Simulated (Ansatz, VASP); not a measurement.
Two plane-wave programs on Cs

```xyz
1
Lattice="-3.0166 3.0166 3.0166 3.0166 -3.0166 3.0166 3.0166 3.0166 -3.0166" Properties=species:S:1:pos:R:3 pbc="T T T"
Cs    0.0000    0.0000    0.0000
```

Alike in both runs: task single point; functional PBE; k mesh 10 × 10 × 10; occupations gaussian, width 0.1 eV; no spin polarisation.

|  | VASP | Ansatz |
| --- | --- | --- |
| version | VASP 6.6.1 | Ansatz 0.2.0 |
| potentials or method | VASP PAW PBE potentials, release 64 (Cs_sv), cutoff 520 eV | scalar-relativistic, plane waves, PAW |
| valence electrons in the cell | 9 | 9 |

```csv
,VASP,Ansatz,Ansatz less VASP
gap on the k mesh at the Fermi level (eV),none,none,-
pressure (GPa),0.1,0.1,+0.01
```

A gap of «none» marks a metal or a gap that the smearing closes. With one functional, cell and mesh, what is left measures potentials, basis and numerics.

Spin-orbit coupling is off throughout.
